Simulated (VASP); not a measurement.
Input of a VASP 6.6.1 run:

INCAR

```
SYSTEM = CuO
PREC     = Accurate       ! precision mode
ENCUT    = 520            ! plane-wave cutoff, eV
EDIFF    = 1E-6           ! SCF threshold, eV
ISMEAR   = 0              ! smearing method
SIGMA    = 0.1            ! smearing width, eV
LREAL    = .False.        ! projectors in reciprocal space
LASPH    = .True.         ! aspherical terms in the spheres
NELM     = 60             ! most SCF steps
ALGO     = Normal         ! electronic algorithm
ISIF     = 2              ! what is computed and relaxed
LWAVE    = .False.        ! write WAVECAR
LCHARG   = .False.        ! write CHGCAR
GGA      = PE             ! functional
NBANDS   = 25             ! bands
```

Contents of KPOINTS:

```
Automatic mesh
0
Gamma
  14 14 8
  0 0 0
```

File POSCAR:

```
CuO
1.0
    2.0516263196     -2.0539552260      0.1606824880
    2.0516263196      2.0539552260      0.1606824880
   -0.4024707334      0.0000000000      5.1235860225
Cu O
2 2
Direct
    0.0000000000      0.5000000000      0.0000000000
    0.5000000000      0.0000000000      0.5000000000
    0.5000687225      0.4999312775      0.2500000000
    0.4999312775      0.5000687225      0.7500000000
```

Potentials or basis: VASP PAW PBE potentials, release 64 (Cu, O).

The run is started by

```sh
$ cat potpaw_PBE.64/Cu/POTCAR potpaw_PBE.64/O/POTCAR > POTCAR
$ mpirun -np 1 vasp_std > vasp.out
```

Question: Estimate the pressure.

Answer: 5.2 GPa.

Question: Estimate the band gap on the k mesh.

Answer: Zero (band 17 reaches 5.81 eV, above the bottom of band 18 at 4.64 eV).

Stress tensor (GPa, compression positive):
```
 5.02  0.00 -0.04
 0.00  5.04  0.00
-0.04  0.00  5.58
```

Caveat: semilocal functionals often make such compounds metallic where correlation or magnetic order opens a gap, which also shifts bond lengths.
